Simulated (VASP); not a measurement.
Crystal: Lu3F2.

```
Lu F
1.0
     3.48274    0.00000    0.00000
     0.00000    3.48274    0.00000
     0.00000    0.00000    7.11894
Lu F
3 2
Direct
  0.00000 0.50000 0.36525
  0.50000 0.00000 0.63475
  0.50000 0.50000 0.00000
  0.50000 0.00000 0.26216
  0.00000 0.50000 0.73784
```

The cell was generated, and may not be a known phase.

```yaml
Program: VASP 6.6.1
Task: relaxation of cell and atoms
Functional: PBE
Potentials_or_basis: VASP PAW PBE potentials, release 64 (Lu, F)
Cutoff: 600 eV
k_mesh: 6 × 6 × 4
Occupations: gaussian, width 0.1 eV
Spin: no spin polarisation
```

At the start: pressure 13.0 GPa; volume 17.27 Å³/atom.

Q: How do energy, volume and symmetry change on relaxing?

A: Over 14 steps the energy falls by 291.4 meV/atom and the volume is 19.95 Å³/atom (+15.5 %); space group P-4m2 (No. 115, to 0.1 Å) before and after.

Step by step:
| step | energy change (eV) | largest force (eV/Å) | pressure (GPa) | volume (Å³) |
| --- | --- | --- | --- | --- |
| 1 | 0.0000 | 0.4106 | 13.02 | 86.35 |
| 2 | -1.0747 | 0.2884 | -1.65 | 104.79 |
| 3 | -1.0811 | 0.2518 | -3.22 | 108.05 |
| 4 | -1.0833 | 0.2615 | -2.78 | 107.18 |
| 5 | -1.3357 | 0.1482 | -1.94 | 104.14 |
| 6 | -1.4539 | 0.0781 | -0.61 | 100.75 |
| 7 | -1.4554 | 0.0614 | -0.39 | 100.23 |
| 8 | -1.4555 | 0.0662 | -0.31 | 100.38 |
| 9 | -1.4568 | 0.0467 | -0.09 | 99.74 |
| 10 | -1.4564 | 0.0326 | 0.26 | 99.24 |
| 11 | -1.4568 | 0.0412 | 0.13 | 99.55 |
| 12 | -1.4568 | 0.0436 | 0.11 | 99.62 |
| 13 | -1.4568 | 0.0460 | 0.06 | 99.70 |
| 14 | -1.4571 | 0.0194 | 0.03 | 99.73 |

Final structure:
```
CELL_PARAMETERS angstrom
3.36695 0.00000 0.00000
0.00000 3.36695 0.00000
0.00000 0.00000 8.79768
ATOMIC_POSITIONS crystal
Lu 0.00000 0.50000 0.35935
Lu 0.50000 0.00000 0.64065
Lu 0.50000 0.50000 0.00000
F 0.50000 0.00000 0.25511
F 0.00000 0.50000 0.74489
```

Caveat: the volume moved by over 15 % at a fixed basis, so the end points are rough; an odd number of electrons without spin polarisation forces a metal; a magnetic or distorted state may lie lower.
